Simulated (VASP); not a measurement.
# CoSi (rocksalt type) (Fm-3m) in VASP: notebook, part 2 of 2

VASP 6.6.1. Earlier steps stand in the parts before.

## 4. Single point, LDA (volume scaled by 0.64)

Contents of INCAR:

```
SYSTEM = CoSi
  PREC = Accurate
  ENCUT = 520
  EDIFF = 1E-6
  ISMEAR = -1
  SIGMA = 0.1
  LREAL = .False.
  LASPH = .True.
  NELM = 80
  ALGO = Normal
  ISIF = 2
  LWAVE = .False.
  LCHARG = .True.
  LELF = .True.
  LVHAR = .True.
  NBANDS = 14
```

Contents of KPOINTS:

```
Automatic mesh
0
Gamma
  14 14 14
  0 0 0
```

Contents of POSCAR:

```
CoSi
1.0
    0.0000000000      1.9691728820      1.9691728820
    1.9691728820      0.0000000000      1.9691728820
    1.9691728820      1.9691728820      0.0000000000
Co Si
1 1
Direct
    0.0000000000      0.0000000000      0.0000000000
    0.5000000000      0.5000000000      0.5000000000
```

Potentials or basis: VASP PAW LDA potentials, release 64 (Co, Si).

Started as:

```sh
> cat potpaw_LDA.64/Co/POTCAR potpaw_LDA.64/Si/POTCAR > POTCAR
> mpirun -np 1 vasp_std > vasp.out
```

OUTCAR:

```text
SYSTEM = CoSi
   PREC = Accurate
   ENCUT = 520
   EDIFF = 1E-6
   ISMEAR = -1
   LREAL = .False.
   LASPH = .True.
   NELM = 80
   ISIF = 2

 ion  position               nearest neighbor table
   1  0.000  0.000  0.000-   2 1.97   2 1.97   2 1.97   2 1.97   2 1.97   2 1.97
   2  0.500  0.500  0.500-   1 1.97   1 1.97   1 1.97   1 1.97   1 1.97   1 1.97

  LATTYP: Found a face centered cubic cell.
 ALAT       =     3.9383457640

  Lattice vectors:

 A1 = (   0.0000000000,   1.9691728820,   1.9691728820)
 A2 = (   1.9691728820,   0.0000000000,   1.9691728820)
 A3 = (   1.9691728820,   1.9691728820,   0.0000000000)

Analysis of symmetry for initial positions (statically):
=====================================================================
 Subroutine PRICEL returns:
 Original cell was already a primitive cell.

 Routine SETGRP: Setting up the symmetry group for a
 face centered cubic supercell.

 Subroutine GETGRP returns: Found 48 space group operations
 (whereof 48 operations were pure point group operations)
 out of a pool of 48 trial point group operations.

The static configuration has the point symmetry O_h .

Analysis of symmetry for dynamics (positions and initial velocities):
=====================================================================
 Subroutine PRICEL returns:
 Original cell was already a primitive cell.

 Routine SETGRP: Setting up the symmetry group for a
 face centered cubic supercell.

 Subroutine GETGRP returns: Found 48 space group operations
 (whereof 48 operations were pure point group operations)
 out of a pool of 48 trial point group operations.

The dynamic configuration has the point symmetry O_h .

 Subroutine INISYM returns: Found 48 space group operations
 (whereof 48 operations are pure point group operations),
 and found     1 'primitive' translations

----------------------------------------------------------------------------------------

                                     Primitive cell

  volume of cell :      15.2715

  direct lattice vectors                    reciprocal lattice vectors
     0.000000000  1.969172882  1.969172882    -0.253913714  0.253913714  0.253913714
     1.969172882  0.000000000  1.969172882     0.253913714 -0.253913714  0.253913714
     1.969172882  1.969172882  0.000000000     0.253913714  0.253913714 -0.253913714

  length of vectors
     2.784830996  2.784830996  2.784830996     0.439791453  0.439791453  0.439791453

  position of ions in fractional coordinates (direct lattice)
     0.000000000  0.000000000  0.000000000
     0.500000000  0.500000000  0.500000000

  ion indices of the primitive-cell ions
   primitive index   ion index
                 1           1
                 2           2

----------------------------------------------------------------------------------------

 KPOINTS: Automatic mesh

Automatic generation of k-mesh.
 Grid dimensions read from file:
 generate k-points for:   14   14   14

 Generating k-lattice:

  Cartesian coordinates                     Fractional coordinates (reciprocal lattice)
[... 40 lines left out ...]
  0.285714  0.142857  0.000000     24.000000
 [... further k-points ...]
   k-points           NKPTS =    104   k-points in BZ     NKDIM =    104   number of bands    NBANDS=     14
   number of dos      NEDOS =    301   number of ions     NIONS =      2
   total plane-waves  NPLWV =  13824
   dimension x,y,z NGX =    24 NGY =   24 NGZ =   24
   dimension x,y,z NGXF=    48 NGYF=   48 NGZF=   48
   ions per type =               1   1
   NGX,Y,Z   is equivalent  to a cutoff of  14.33, 14.33, 14.33 a.u.
   NGXF,Y,Z  is equivalent  to a cutoff of  28.65, 28.65, 28.65 a.u.
 SYSTEM =  CoSi
   PREC   = accura    normal or accurate (medium, high low for compatibility)
   ISTART =      0    job   : 0-new  1-cont  2-samecut
   ICHARG =      2    charge: 1-file 2-atom 10-const
   ISPIN  =      1    spin polarized calculation?
   LNONCOLLINEAR =      F non collinear calculations
   LSORBIT =      F    spin-orbit coupling
   LASPH  =      T    aspherical Exc in radial PAW
   ENCUT  =  520.0 eV  38.22 Ry    6.18 a.u.   5.18  5.18  5.18*2*pi/ulx,y,z
   NELM   =     80;   NELMIN=  2; NELMDL= -5     # of ELM steps
   EDIFF  = 0.1E-05   stopping-criterion for ELM
   LREAL  =      F    real-space projection
   EDIFFG = 0.1E-04   stopping-criterion for IOM
   NSW    =      0    number of steps for IOM
   IBRION =     -1    ionic relax: 0-MD 1-quasi-New 2-CG
   NFREE  =      0    steps in history (QN), initial steepest desc. (CG)
   ISIF   =      2    stress and relaxation
   ISYM   =      2    0-nonsym 1-usesym 2-fastsym
   POTIM  = 0.5000    time-step for ionic-motion
   TEBEG  =    0.0;   TEEND  =   0.0 temperature during run
   PSTRESS=    0.0 pullay stress
   NELECT =      13.0000    total number of electrons
   NUPDOWN=      -1.0000    fix difference up-down
   EMIN   =  10.00;   EMAX   =-10.00  energy-range for DOS
   EFERMI =   0.00;   METHOD = LEGACY
   ISMEAR =    -1;   SIGMA  =   0.10  broadening in eV -4-tet -1-fermi 0-gaus
   EFERMI_NEDOS =   21; number of points for ismear=-14 and -15
   IALGO  =     38    algorithm
   IMIX   =      4    mixing-type and parameters
     AMIX     =   0.40;   BMIX     =  1.00
     AMIX_MAG =   1.60;   BMIX_MAG =  1.00
  volume/ion in A,a.u.               =       7.64        51.53
  Fermi-wavevector in a.u.,A,eV,Ry     =   1.551537  2.931980 32.752852  2.407267
  Thomas-Fermi vector in A             =   2.656042
   LORBIT       =      0    0 simple, 1 ext, 2 COOP (PROOUT), +10 PAW based schemes
   GGA     = CA    functional components
   LHFCALC =     F    Hartree Fock is set to
   AEXX    =    0.0000 exact exchange contribution
   IVDW    =     0    specifies the selected vdW correction
   LEPSILON=     F    determine dielectric tensor
   LRPA    =     F    only Hartree local field effects (RPA)
 non-spin polarized calculation
  energy-cutoff  :      520.00
  volume of cell :       15.27
 maximum number of plane-waves:       424
 NGX is ok and might be reduce to    24
   NGX = 11   NGY = 11   NGZ = 11

 number of electron      13.0000002 magnetization

 Free energy of the ion-electron system (eV)
  ---------------------------------------------------
  ext. energy  EPLUGINS =         0.00000000
  ---------------------------------------------------
  free energy    TOTEN  =       -10.13645080 eV

  energy without entropy =      -10.11207479  energy(sigma->0) =      -10.12426280

 E-fermi :  18.8874     XC(G=0): -14.8550

 val. band max:       18.8849962591   @ k =  -0.4286   0.5000   0.0714
 cond. band min:      18.8993398661   @ k =   0.4286   0.0714   0.0000
 fundamental gap:      0.0143436070
 Fermi energy:        18.8874250669

 k-point     1 :       0.0000    0.0000    0.0000
  band No.  band energies     occupation
      1       1.9735      2.00000
      2      14.1701      2.00000
      3      14.1701      2.00000
      4      14.1701      2.00000
      5      14.6130      2.00000
      6      14.6130      2.00000
      7      26.1834      0.00000
      8      26.1834      0.00000
      9      26.1834      0.00000
     10      31.0245      0.00000
     11      32.2822      0.00000
     12      32.2822      0.00000
     13      32.2822      0.00000
     14      38.9529      0.00000
[... 377 lines left out ...]
      1       4.1394      2.00000
      2      12.6726      2.00000
      3      13.2081      2.00000
      4      14.1533      2.00000
      5      15.0698      2.00000
      6      15.5380      2.00000
      7      21.9843      0.00000
      8      24.2324      0.00000
      9      27.5101      0.00000
     10      28.6487      0.00000
     11      29.8826      0.00000
     12      33.4683      0.00000
     13      33.4948      0.00000
     14      38.7244      0.00000

 [... further k-points ...]

------------------------ aborting loop because EDIFF is reached ----------------------------------------

  FORCE on cell =-STRESS in cart. coord.  units (eV):
  Direction    XX          YY          ZZ          XY          YZ          ZX
  --------------------------------------------------------------------------------------
  -------------------------------------------------------------------------------------
  Total       21.0817317     21.0817317     21.0817317      0.0000000     -0.0000000     -0.0000000
  in kB     2211.7464014   2211.7464014   2211.7464014      0.0000000     -0.0000000     -0.0000000
  external PRESSURE =    2211.7464014 kB  Pullay stress =       0.0000000 kB

 VOLUME and BASIS-vectors are now :
 -----------------------------------------------------------------------------
  energy-cutoff  :      520.00
  volume of cell :       15.27
      direct lattice vectors                 reciprocal lattice vectors
     0.000000000  1.969172882  1.969172882    -0.253913714  0.253913714  0.253913714
     1.969172882  0.000000000  1.969172882     0.253913714 -0.253913714  0.253913714
     1.969172882  1.969172882  0.000000000     0.253913714  0.253913714 -0.253913714

 POSITION                                       TOTAL-FORCE (eV/Angst)
 -----------------------------------------------------------------------------------
      0.00000      0.00000      0.00000        -0.000000     -0.000000     -0.000000
      1.96917      1.96917      1.96917         0.000000      0.000000      0.000000
 -----------------------------------------------------------------------------------
    total drift:                                0.000000     -0.000000     -0.000000

  FREE ENERGIE OF THE ION-ELECTRON SYSTEM (eV)
  ---------------------------------------------------
  free  energy   TOTEN  =       -10.1364507999 eV

  energy  without entropy=      -10.1120747931  energy(sigma->0) =      -10.12426280
```

stdout:

```text
POSCAR found type information on POSCAR CoSi
 POSCAR found :  2 types and       2 ions
 scaLAPACK will be used
 LDA part: xc-table for (Slater(with rela. corr.)+CA(PZ))
 , standard interpolation
 POSCAR, INCAR and KPOINTS ok, starting setup
 FFT: planning ... GRIDC
 FFT: planning ... GRID_SOFT
 FFT: planning ... GRID
 WAVECAR not read
 entering main loop
```

Run time: 16 s. Hardware: 1 thread of Intel Xeon 6975P-C, shared host; peak memory 0.15 GiB.

Results:

| Item | Value |
| --- | --- |
| Free energy | -10.1365 eV |
| Pressure | 221.2 GPa |

## 5. Single point, LDA (volume scaled by 0.64)

Contents of INCAR:

```
ALGO = Normal ; EDIFF = 1E-6
ENCUT = 520 ; GGA = CA
ISIF = 2 ; ISMEAR = -1
LASPH = T ; LCHARG = F
LREAL = F ; LWAVE = F
NBANDS = 14 ; NELM = 100
PREC = Accurate ; SIGMA = 0.1
```

Contents of KPOINTS:

```
k-points
0
Gamma
  14 14 14
```

POSCAR is that of step 4.

Started as:

```sh
> cat potpaw_LDA.64/Co/POTCAR potpaw_LDA.64/Si/POTCAR > POTCAR
> mpirun -np 1 vasp_std > vasp.out
```

It took 15 s on 1 thread of Intel Xeon 6975P-C, shared host; peak memory 0.14 GiB.

Results (log left out):

- Free energy: -10.1365 eV
- Pressure: 221.2 GPa

Levels at points of the mesh, in eV from the Fermi level:
```tsv
k point	band 2	band 3	band 4	band 5	band 6	band 7	band 8	band 9	band 10	band 11
(0.00, 0.00, 0.00)	-4.72	-4.72	-4.72	-4.27	-4.27	7.30	7.30	7.30	12.14	13.39
(0.50, 0.00, 0.00)	-10.22	-5.79	-5.79	-2.26	-2.26	-0.43	7.69	7.69	8.57	10.84
(0.50, 0.50, 0.00)	-8.01	-7.25	-3.26	-1.75	-1.75	0.05	0.05	0.48	8.82	9.78
```
